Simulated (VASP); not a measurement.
## Ti4HO: single point with PBEsol

The system is Ti4HO, a slab with vacuum.

```
CELL_PARAMETERS angstrom
2.86791 0.00000 0.00000
0.00000 2.86791 0.00000
0.00000 0.00000 25.96376
ATOMIC_POSITIONS crystal
Ti 0.50000 0.50000 0.32738
Ti 0.00000 0.00000 0.40549
Ti 0.49920 0.50032 0.48526
Ti 0.99349 0.00054 0.56313
O 0.00577 0.50036 0.61893
H 0.29446 0.50013 0.63942
```

```json
{
  "Program": "VASP 6.6.1",
  "Task": "single point",
  "Functional": "PBEsol",
  "Potentials or basis": "VASP PAW PBE potentials, release 64 (Ti_sv, O, H)",
  "Cutoff": "520 eV",
  "k mesh": "10 × 10 × 1",
  "Occupations": "gaussian, width 0.1 eV",
  "Spin": "no spin polarisation",
  "Dipole correction": "yes",
  "Further INCAR settings": "ALGO = Normal; EDIFF = 1e-06; NBANDS = 36; ISYM = 0"
}
```

```json
{
  "Largest force": "0.701 eV/Å",
  "Band gap on the k mesh": "zero (an odd number of electrons rules out a gap without spin polarisation)"
}
```

Forces on the atoms (eV/Å):
```
Ti   0.007  0.000  0.701
Ti  -0.008  0.002 -0.693
Ti  -0.003  0.000 -0.001
Ti  -0.013 -0.004 -0.036
O   -0.088  0.002 -0.047
H    0.103  0.001  0.077
```

Levels at points of the mesh, in eV from the Fermi level:
| k point | band 25 | band 26 | band 27 | band 28 | band 29 | band 30 | band 31 | band 32 |
| --- | --- | --- | --- | --- | --- | --- | --- | --- |
| (0.00, 0.00, 0.00) | -1.46 | -0.82 | -0.06 | -0.02 | 0.60 | 1.16 | 1.23 | 1.40 |
| (0.50, 0.00, 0.00) | -0.29 | -0.07 | 0.13 | 0.33 | 0.48 | 0.57 | 0.81 | 0.94 |
| (0.00, 0.50, 0.00) | -0.28 | 0.04 | 0.09 | 0.16 | 0.56 | 0.57 | 0.69 | 1.03 |
| (0.50, 0.50, 0.00) | -1.43 | -1.33 | -0.81 | -0.50 | 0.47 | 0.96 | 2.19 | 2.28 |

It took 26 min on 1 thread of Intel Xeon 8259CL (shared host), peak memory 0.53 GiB.

Caveat: the PAW data sets were made with another functional, which shifts forces and pressure a little; an odd number of electrons without spin polarisation forces a metal; a magnetic or distorted state may lie lower.
